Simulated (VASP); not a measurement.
Here is a VASP 6.6.1 calculation.

INCAR

```
PREC = Accurate
ENCUT = 600
EDIFF = 1E-6
ISMEAR = 0
SIGMA = 0.1
LREAL = F
LASPH = T
NELM = 100
ALGO = Normal
ISIF = 3
LWAVE = F
LCHARG = F
GGA = PE
IBRION = 2
NSW = 100
EDIFFG = -0.01
```

Contents of KPOINTS:

```
Automatic mesh
0
Gamma
  18 18 6
```

POSCAR

```
Hf2BeCl
1.0
    3.2308644150      0.0000000000      0.0000000000
   -1.6154322075      2.7980106596      0.0000000000
    0.0000000000      0.0000000000      7.8449192434
Hf Be Cl
2 1 1
Direct
    0.0000000000      0.0000000000      0.7399977623
    0.0000000000      0.0000000000      0.2600022377
    0.3333333333      0.6666666667      0.5000000000
    0.3333333333      0.6666666667      0.0000000000
```

Potentials or basis: VASP PAW PBE potentials, release 64 (Hf_pv, Be, Cl).

Launch:

```sh
$ cat potpaw_PBE.64/Hf_pv/POTCAR potpaw_PBE.64/Be/POTCAR potpaw_PBE.64/Cl/POTCAR > POTCAR
$ mpirun -np 1 vasp_std > vasp.out
```

Task: Estimate the relaxed volume.

Result: 17.55 Å³/atom.

Task: What does it give for the relaxed cell?

Result: a = 3.247 Å, b = 3.247 Å, c = 7.687 Å, α = 90.00°, β = 90.00°, γ = 120.00°.

Task: Predict the space group after relaxing (to 0.05 Å).

Result: P-6m2 (No. 187).

Final structure:
```xyz
4
Lattice="3.2473 0.0000 0.0000 -1.6236 2.8122 0.0000 0.0000 0.0000 7.6873" Properties=species:S:1:pos:R:3 pbc="T T T"
Hf    3.2473    0.0000    5.6628
Hf    0.0000    0.0000    2.0245
Be    0.0000    1.8748    3.8436
Cl    0.0000    1.8748    0.0000
```

Caveat: an odd number of electrons without spin polarisation forces a metal; a magnetic or distorted state may lie lower.
